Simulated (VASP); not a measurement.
# MgGaC4N4 (P1) in VASP: a series of runs

MgGaC4N4 is run at these levels: PBE; tasks: single point.

All numbers are computed with VASP 6.6.1; they aren't measurements. Logs are shortened: lines on timing, memory, paths and dates and some standing lists are left out, and cuts for length are marked.

## Step 1: The cell of the first run

The typed cell holds 10 atoms: a = 6.250 Å, b = 6.071 Å, c = 7.109 Å, α = 87.68°, β = 87.99°, γ = 109.93°.

## Step 2: Single point, PBE

Input file INCAR:

```
SYSTEM = MgGaC4N4
ALGO = Fast ; EDIFF = 1E-7
ENCUT = 520 ; GGA = PE
ISIF = 2 ; ISMEAR = 0
LASPH = .TRUE. ; LCHARG = .FALSE.
LREAL = .FALSE. ; LWAVE = .FALSE.
NBANDS = 36 ; NELM = 60
PREC = Accurate ; SIGMA = 0.2
```

Input file KPOINTS:

```
k-points
0
G
  4 4 4
  0 0 0
```

Input file POSCAR:

```
MgGaC4N4
1.0
    3.5991823517     -5.1090514085      0.1061188304
    3.4707410555      4.9794060916      0.1238590499
    0.2360338782      0.0090589418      7.1054865794
Mg Ga C N
1 1 4 4
Direct
    0.4980386148      0.5020592096      0.4998971330
    0.0315339140     -0.0344347666     -0.0000906672
    0.8392447641      0.7431556885      0.7939899713
    0.2521788286      0.1562363523      0.2063668847
    0.7596860368      0.8794861705      0.1827712939
    0.1261075526      0.2464113746      0.8164683902
    0.7554235863      0.6054923281      0.6836563189
    0.3866457809      0.2374622337      0.3176823279
    0.6239153978      0.7798226742      0.3020813161
    0.2272255239      0.3843087353      0.6971770312
```

Potentials or basis: VASP PAW PBE potentials, release 64 (Mg, Ga_d, C, N).

Run with:

```sh
$ cat potpaw_PBE.64/Mg/POTCAR potpaw_PBE.64/Ga_d/POTCAR potpaw_PBE.64/C/POTCAR potpaw_PBE.64/N/POTCAR > POTCAR
$ mpirun -np 1 vasp_std > vasp.out
```

OUTCAR:

```text
SYSTEM = MgGaC4N4
   EDIFF = 1E-7
   ENCUT = 520
   GGA = PE
   ISIF = 2
   ISMEAR = 0
   LASPH = .TRUE.
   LREAL = .FALSE.
   NELM = 60
   PREC = Accurate

 ion  position               nearest neighbor table
   1  0.498  0.502  0.500-   8 2.05   7 2.05   9 2.07  10 2.07
   2  0.032  0.966  1.000-   5 2.01   6 2.01   4 2.14   3 2.14
   3  0.839  0.743  0.794-   7 1.17   2 2.14
   4  0.252  0.156  0.206-   8 1.17   2 2.14
   5  0.760  0.879  0.183-   9 1.17   2 2.01
   6  0.126  0.246  0.816-  10 1.17   2 2.01
   7  0.755  0.605  0.684-   3 1.17   1 2.05
   8  0.387  0.237  0.318-   4 1.17   1 2.05
   9  0.624  0.780  0.302-   5 1.17   1 2.07
  10  0.227  0.384  0.697-   6 1.17   1 2.07

  LATTYP: Found a triclinic cell.
 ALAT       =     9.3003747289
 B/A-ratio  =     0.7644220612
 C/A-ratio  =     1.0848262552
 COS(alpha) =     0.0026088103
 COS(beta)  =     0.5561936376
 COS(gamma) =     0.7408699171

  Lattice vectors:

 A1 = (  -3.3631484735,   5.1181103503,   6.9993677490)
 A2 = (   0.2360338782,   0.0090589418,   7.1054865794)
 A3 = (  -0.1284412962,  10.0884575001,   0.0177402195)

Analysis of symmetry for initial positions (statically):
=====================================================================
 Subroutine PRICEL returns:
 Original cell was already a primitive cell.

 Routine SETGRP: Setting up the symmetry group for a
 triclinic supercell.

 Subroutine GETGRP returns: Found  1 space group operations
 (whereof  1 operations were pure point group operations)
 out of a pool of  2 trial point group operations.

The static configuration has the point symmetry C_1 .

Analysis of symmetry for dynamics (positions and initial velocities):
=====================================================================
 Subroutine PRICEL returns:
 Original cell was already a primitive cell.

 Routine SETGRP: Setting up the symmetry group for a
 triclinic supercell.

 Subroutine GETGRP returns: Found  1 space group operations
 (whereof  1 operations were pure point group operations)
 out of a pool of  2 trial point group operations.

The dynamic configuration has the point symmetry C_1 .

 Subroutine INISYM returns: Found  1 space group operations
 (whereof  1 operations are pure point group operations),
 and found     1 'primitive' translations

----------------------------------------------------------------------------------------

                                     Primitive cell

  volume of cell :     253.0641

  direct lattice vectors                    reciprocal lattice vectors
     3.599182352 -5.109051409  0.106118830     0.139806388 -0.097335286 -0.004520069
     3.470741056  4.979406092  0.123859050     0.143454777  0.100958183 -0.004894072
     0.236033878  0.009058942  7.105486579    -0.004588604 -0.000306169  0.140889132

  length of vectors
     6.250422474  6.070903521  7.109411620     0.170412485  0.175487263  0.140964168

  position of ions in fractional coordinates (direct lattice)
     0.498038615  0.502059210  0.499897133
     0.031533914  0.965565233  0.999909333
     0.839244764  0.743155689  0.793989971
     0.252178829  0.156236352  0.206366885
     0.759686037  0.879486171  0.182771294
     0.126107553  0.246411375  0.816468390
     0.755423586  0.605492328  0.683656319
     0.386645781  0.237462234  0.317682328
     0.623915398  0.779822674  0.302081316
     0.227225524  0.384308735  0.697177031

  ion indices of the primitive-cell ions
   primitive index   ion index
                 1           1
                 2           2
                 3           3
                 4           4
                 5           5
                 6           6
                 7           7
                 8           8
                 9           9
                10          10

----------------------------------------------------------------------------------------

 KPOINTS: k-points

Automatic generation of k-mesh.
 Grid dimensions read from file:
 generate k-points for:    4    4    4

 Generating k-lattice:

  Cartesian coordinates                     Fractional coordinates (reciprocal lattice)
     0.034951597 -0.024333822 -0.001130017     0.250000000 -0.000000000  0.000000000
     0.035863694  0.025239546 -0.001223518    -0.000000000  0.250000000 -0.000000000
    -0.001147151 -0.000076542  0.035222283     0.000000000  0.000000000  0.250000000

  Length of vectors
     0.042603121  0.043871816  0.035241042

  Shift w.r.t. Gamma in fractional coordinates (k-lattice)
     0.000000000  0.000000000  0.000000000

 Subroutine IBZKPT returns following result:
 ===========================================

 Found     36 irreducible k-points:

 Following reciprocal coordinates:
            Coordinates               Weight
  0.000000  0.000000  0.000000      1.000000
  0.250000 -0.000000  0.000000      2.000000
  0.500000 -0.000000  0.000000      1.000000
  0.000000  0.250000 -0.000000      2.000000
  0.250000  0.250000 -0.000000      2.000000
  0.500000  0.250000  0.000000      2.000000
[... 16 lines left out ...]
  0.000000 -0.250000  0.250000      2.000000
  0.250000 -0.250000  0.250000      2.000000
 [... further k-points ...]
   k-points           NKPTS =     36   k-points in BZ     NKDIM =     36   number of bands    NBANDS=     36
   number of dos      NEDOS =    301   number of ions     NIONS =     10
   total plane-waves  NPLWV = 124416
   dimension x,y,z NGX =    48 NGY =   48 NGZ =   54
   dimension x,y,z NGXF=    96 NGYF=   96 NGZF=  108
   ions per type =               1   1   4   4
   NGX,Y,Z   is equivalent  to a cutoff of  12.77, 13.14, 12.63 a.u.
   NGXF,Y,Z  is equivalent  to a cutoff of  25.53, 26.29, 25.25 a.u.
 SYSTEM =  MgGaC4N4
   PREC   = accura    normal or accurate (medium, high low for compatibility)
   ISTART =      0    job   : 0-new  1-cont  2-samecut
   ICHARG =      2    charge: 1-file 2-atom 10-const
   ISPIN  =      1    spin polarized calculation?
   LNONCOLLINEAR =      F non collinear calculations
   LSORBIT =      F    spin-orbit coupling
   LASPH  =      T    aspherical Exc in radial PAW
   ENCUT  =  520.0 eV  38.22 Ry    6.18 a.u.  11.62 11.29 13.22*2*pi/ulx,y,z
   NELM   =     60;   NELMIN=  2; NELMDL= -5     # of ELM steps
   EDIFF  = 0.1E-06   stopping-criterion for ELM
   LREAL  =      F    real-space projection
   EDIFFG = 0.1E-05   stopping-criterion for IOM
   NSW    =      0    number of steps for IOM
   IBRION =     -1    ionic relax: 0-MD 1-quasi-New 2-CG
   NFREE  =      0    steps in history (QN), initial steepest desc. (CG)
   ISIF   =      2    stress and relaxation
   ISYM   =      2    0-nonsym 1-usesym 2-fastsym
   POTIM  = 0.5000    time-step for ionic-motion
   TEBEG  =    0.0;   TEEND  =   0.0 temperature during run
   PSTRESS=    0.0 pullay stress
   NELECT =      51.0000    total number of electrons
   NUPDOWN=      -1.0000    fix difference up-down
   EMIN   =  10.00;   EMAX   =-10.00  energy-range for DOS
   EFERMI =   0.00;   METHOD = LEGACY
   ISMEAR =     0;   SIGMA  =   0.20  broadening in eV -4-tet -1-fermi 0-gaus
   EFERMI_NEDOS =   21; number of points for ismear=-14 and -15
   IALGO  =     68    algorithm
   IMIX   =      4    mixing-type and parameters
     AMIX     =   0.40;   BMIX     =  1.00
     AMIX_MAG =   1.60;   BMIX_MAG =  1.00
  volume/ion in A,a.u.               =      25.31       170.78
  Fermi-wavevector in a.u.,A,eV,Ry     =   0.959816  1.813789 12.534326  0.921247
  Thomas-Fermi vector in A             =   2.089046
   LORBIT       =      0    0 simple, 1 ext, 2 COOP (PROOUT), +10 PAW based schemes
   GGA     = PE    functional components
   LHFCALC =     F    Hartree Fock is set to
   AEXX    =    0.0000 exact exchange contribution
   IVDW    =     0    specifies the selected vdW correction
   LEPSILON=     F    determine dielectric tensor
   LRPA    =     F    only Hartree local field effects (RPA)
 non-spin polarized calculation
 RMM-DIIS sequential band-by-band and
 Gauss-broadening in eV      SIGMA  =   0.20
  energy-cutoff  :      520.00
  volume of cell :      253.06
 maximum number of plane-waves:      6848
 NGX is ok and might be reduce to    48
   NGX = 23   NGY = 23   NGZ = 27

 number of electron      50.9999988 magnetization

 Free energy of the ion-electron system (eV)
  ---------------------------------------------------
  ext. energy  EPLUGINS =         0.00000000
  ---------------------------------------------------
  free energy    TOTEN  =       -72.05026849 eV

  energy without entropy =      -71.94112016  energy(sigma->0) =      -71.99569432

 E-fermi :  -0.2054     XC(G=0):  -6.1532

 val. band max:       -0.2156966609   @ k =   0.5000  -0.0000   0.2500
 cond. band min:      -0.2036242745   @ k =  -0.2500   0.2500  -0.0000
 fundamental gap:      0.0120723864
 Fermi energy:        -0.2053841673

 k-point     1 :       0.0000    0.0000    0.0000
  band No.  band energies     occupation
      1     -19.5092      2.00000
      2     -19.4555      2.00000
      3     -19.1823      2.00000
      4     -19.1731      2.00000
      5     -15.8995      2.00000
      6     -15.8982      2.00000
[... 28 lines left out ...]
     35       4.1661      0.00000
     36       5.3576      0.00000

 k-point     2 :       0.2500   -0.0000    0.0000
  band No.  band energies     occupation
      1     -19.4983      2.00000
      2     -19.4587      2.00000
      3     -19.1858      2.00000
      4     -19.1781      2.00000
      5     -15.8995      2.00000
      6     -15.8984      2.00000
[... 28 lines left out ...]
     35       3.9200      0.00000
     36       4.9354      0.00000

 k-point     3 :       0.5000   -0.0000    0.0000
  band No.  band energies     occupation
      1     -19.4810      2.00000
      2     -19.4681      2.00000
      3     -19.1888      2.00000
      4     -19.1838      2.00000
      5     -15.8996      2.00000
      6     -15.8987      2.00000
[... 28 lines left out ...]
     35       3.6937      0.00000
     36       4.0560      0.00000

 k-point     4 :       0.0000    0.2500   -0.0000
  band No.  band energies     occupation
      1     -19.4982      2.00000
      2     -19.4587      2.00000
      3     -19.1859      2.00000
      4     -19.1780      2.00000
      5     -15.8995      2.00000
      6     -15.8984      2.00000
[... 28 lines left out ...]
     35       3.9243      0.00000
     36       4.8733      0.00000

 k-point     5 :       0.2500    0.2500   -0.0000
  band No.  band energies     occupation
      1     -19.4818      2.00000
      2     -19.4671      2.00000
      3     -19.1907      2.00000
      4     -19.1819      2.00000
      5     -15.8995      2.00000
      6     -15.8987      2.00000
[... 655 lines left out ...]
 k-point    22 :      -0.2500    0.5000    0.2500
  band No.  band energies     occupation
      1     -19.4883      2.00000
      2     -19.4561      2.00000
      3     -19.1906      2.00000
      4     -19.1861      2.00000
      5     -15.8994      2.00000
      6     -15.8988      2.00000
[... 28 lines left out ...]
     35       3.8527      0.00000
     36       4.6052      0.00000

 k-point    23 :       0.0000   -0.2500    0.2500
  band No.  band energies     occupation
      1     -19.4871      2.00000
      2     -19.4661      2.00000
      3     -19.1855      2.00000
      4     -19.1826      2.00000
      5     -15.8997      2.00000
      6     -15.8986      2.00000
[... 28 lines left out ...]
     35       3.7140      0.00000
     36       4.5057      0.00000

 k-point    24 :       0.2500   -0.2500    0.2500
  band No.  band energies     occupation
      1     -19.4940      2.00000
      2     -19.4595      2.00000
      3     -19.1853      2.00000
      4     -19.1819      2.00000
      5     -15.8995      2.00000
      6     -15.8984      2.00000
[... 28 lines left out ...]
     35       3.9100      0.00000
     36       4.6644      0.00000

 [... further k-points ...]

------------------------ aborting loop because EDIFF is reached ----------------------------------------

  FORCE on cell =-STRESS in cart. coord.  units (eV):
  Direction    XX          YY          ZZ          XY          YZ          ZX
  --------------------------------------------------------------------------------------
  -------------------------------------------------------------------------------------
  Total        0.5772901      0.2844717      0.5975222     -0.0347108      0.0032922      0.0217844
  in kB        3.6548881      1.8010223      3.7829802     -0.2197577      0.0208432      0.1379196
  external PRESSURE =       3.0796302 kB  Pullay stress =       0.0000000 kB

 VOLUME and BASIS-vectors are now :
 -----------------------------------------------------------------------------
  energy-cutoff  :      520.00
  volume of cell :      253.06
      direct lattice vectors                 reciprocal lattice vectors
     3.599182352 -5.109051409  0.106118830     0.139806388 -0.097335286 -0.004520069
     3.470741056  4.979406092  0.123859050     0.143454777  0.100958183 -0.004894072
     0.236033878  0.009058942  7.105486579    -0.004588604 -0.000306169  0.140889132

 POSITION                                       TOTAL-FORCE (eV/Angst)
 -----------------------------------------------------------------------------------
      3.65304     -0.04002      3.66705        -0.001108      0.001184      0.004705
      3.70074      4.65589      7.22778         0.002385      0.016174      0.000941
      5.78730     -0.58008      5.82279         0.276713      0.084768      0.280575
      1.49860     -0.50856      1.51245        -0.269374      0.093217     -0.281581
      5.82986      0.49970      1.48823         0.281414     -0.078314     -0.295894
      1.50183      0.59009      5.84531        -0.288428     -0.068160      0.289787
      4.98178     -0.83831      5.01287        -0.286637     -0.071987     -0.290269
      2.29076     -0.79009      2.32773         0.285491     -0.081103      0.292823
      5.02345      0.69817      2.30923        -0.290160      0.058350      0.290089
      2.31622      0.75904      5.02550         0.289704      0.045872     -0.291177
 -----------------------------------------------------------------------------------
    total drift:                                0.000454     -0.000050     -0.000179

  FREE ENERGIE OF THE ION-ELECTRON SYSTEM (eV)
  ---------------------------------------------------
  free  energy   TOTEN  =       -72.0502684896 eV

  energy  without entropy=      -71.9411201585  energy(sigma->0) =      -71.99569432
```

It took 7.6 min on 1 thread of Oxide Virtual Turin-like, shared host; peak memory 0.52 GiB.

Results:

* Free energy: -72.0503 eV
* Pressure: 0.3 GPa
* Largest force: 0.417 eV/Å
* Band gap on the k mesh: zero (an odd number of electrons rules out a gap without spin polarisation)

Forces in eV/Å, atoms in the order of the input:
```
Mg  -0.001  0.001  0.005
Ga   0.002  0.016  0.001
C    0.277  0.085  0.281
C   -0.269  0.093 -0.282
C    0.281 -0.078 -0.296
C   -0.288 -0.068  0.290
N   -0.287 -0.072 -0.290
N    0.285 -0.081  0.293
N   -0.290  0.058  0.290
N    0.290  0.046 -0.291
```

Stress tensor (GPa, compression positive):
```
 0.37 -0.02  0.01
-0.02  0.18  0.00
 0.01  0.00  0.38
```

Levels at points of the mesh, in eV from the Fermi level:
| k point | band 22 | band 23 | band 24 | band 25 | band 26 | band 27 | band 28 | band 29 |
| --- | --- | --- | --- | --- | --- | --- | --- | --- |
| (0.00, 0.00, 0.00) | -4.94 | -4.74 | -4.69 | -4.08 | 0.06 | 1.80 | 2.03 | 2.46 |
| (0.50, 0.00, 0.00) | -4.93 | -4.87 | -4.66 | -4.17 | 0.02 | 1.71 | 1.83 | 2.34 |
| (0.00, 0.50, 0.00) | -4.92 | -4.87 | -4.66 | -4.17 | 0.02 | 1.73 | 1.84 | 2.36 |
| (0.50, 0.50, 0.00) | -4.93 | -4.74 | -4.69 | -4.08 | -0.05 | 1.86 | 2.10 | 2.51 |
| (0.00, 0.00, 0.50) | -4.98 | -4.88 | -4.65 | -4.16 | 0.10 | 1.62 | 1.75 | 2.32 |
| (0.50, 0.00, 0.50) | -4.92 | -4.78 | -4.68 | -4.46 | -0.04 | 1.67 | 1.99 | 2.26 |
| (0.00, 0.50, 0.50) | -4.91 | -4.78 | -4.68 | -4.46 | -0.04 | 1.68 | 2.02 | 2.26 |
| (0.50, 0.50, 0.50) | -4.89 | -4.84 | -4.65 | -4.19 | -0.05 | 1.83 | 1.92 | 2.37 |

(Continued in part 2 of 2.)
